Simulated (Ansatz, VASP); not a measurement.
## One calculation of ZrN, two programs

```xyz
2
Lattice="0.0000 2.3068 2.3068 2.3068 0.0000 2.3068 2.3068 2.3068 0.0000" Properties=species:S:1:pos:R:3 pbc="T T T"
Zr    0.0000    0.0000    0.0000
N     2.3068    2.3068    2.3068
```

Change from the starting cell: volume scaled by 1.03.

Alike in both runs: task single point; functional PBE; k mesh 9 × 9 × 9; occupations fermi-dirac, width 0.01 eV; no spin polarisation.

```csv
,VASP,Ansatz
version,VASP 6.6.1,Ansatz 0.2.0
potentials or method,"VASP PAW PBE potentials, release 64 (Zr_sv, N), cutoff 600 eV","all-electron LAPW, scalar-relativistic"
```

VASP gave:

- pressure (GPa): -2.9

Question: What did Ansatz give for the same quantities?

Answer: Pressure (GPa): -3.0.

Ansatz ran all-electron here, and VASP with PAW potentials.
